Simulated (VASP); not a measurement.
Runs of VASP 6.6.1 on WC. The structure is that of space group P-6m2 (No. 187), or close to it. The cells are those of the table. 

```tsv
task	level	potentials or basis	cell	k mesh	smearing	gap on the mesh (eV)	pressure (GPa)	moment (μB)
electric field gradients	PBE	VASP PAW PBE potentials, release 64 (W_sv, C)	a = 2.898, b = 2.898, c = 2.831 Å, angles 90.0, 90.0, 120.0°, 2 atoms	17 × 17 × 15	fermi-dirac 0.02 eV	none	9.8	0.00
electric field gradients	LDA	VASP PAW LDA potentials, release 64 (W_sv, C)	a = 2.898, b = 2.898, c = 2.831 Å, angles 90.0, 90.0, 120.0°, 2 atoms	18 × 18 × 16	fermi-dirac 0.05 eV	none	-4.4	0.00
single point	PBE	VASP PAW PBE potentials, release 64 (W_sv, C)	a = 2.917, b = 2.917, c = 2.850 Å, angles 90.0, 90.0, 120.0°, 2 atoms	18 × 18 × 16	fermi-dirac 0.05 eV	none	1.7	0.00
single point	PBE	VASP PAW PBE potentials, release 64 (W_sv, C)	a = 2.898, b = 2.898, c = 2.860 Å, angles 90.0, 90.0, 120.0°, 2 atoms	18 × 18 × 16	fermi-dirac 0.05 eV	none	5.3	0.00
electric field gradients	PBEsol	VASP PAW PBE potentials, release 64 (W_sv, C)	a = 2.898, b = 2.898, c = 2.831 Å, angles 90.0, 90.0, 120.0°, 2 atoms	18 × 18 × 16	fermi-dirac 0.05 eV	none	(a)	0.00
single point	PBE	VASP PAW PBE potentials, release 64 (W_sv, C)	a = 2.898, b = 2.898, c = 2.888 Å, angles 90.0, 90.0, 120.0°, 2 atoms	18 × 18 × 16	fermi-dirac 0.05 eV	none	(b)	0.00
```

Alike in all rows: spin collinear; cutoff (eV) 520.

Problem. Fill in the values left out.

Solution. (a) 0.8; (b) 1.0.

Caveats: spin-orbit coupling is left out, which moves the levels of the heavy elements; the cell stands under pressure (at least some runs); the cell stands under tension (at least some runs); the stress differs along the axes, from -0 to 8 GPa (at least some runs); the PAW data sets were made with another functional, which shifts forces and pressure a little (at least some runs); the stress differs along the axes, from -9 to 6 GPa (at least some runs).

A k mesh can miss the band edges, and the runs leave out spin-orbit coupling on W.

A gap of «none» marks levels without a gap at the run's occupations.
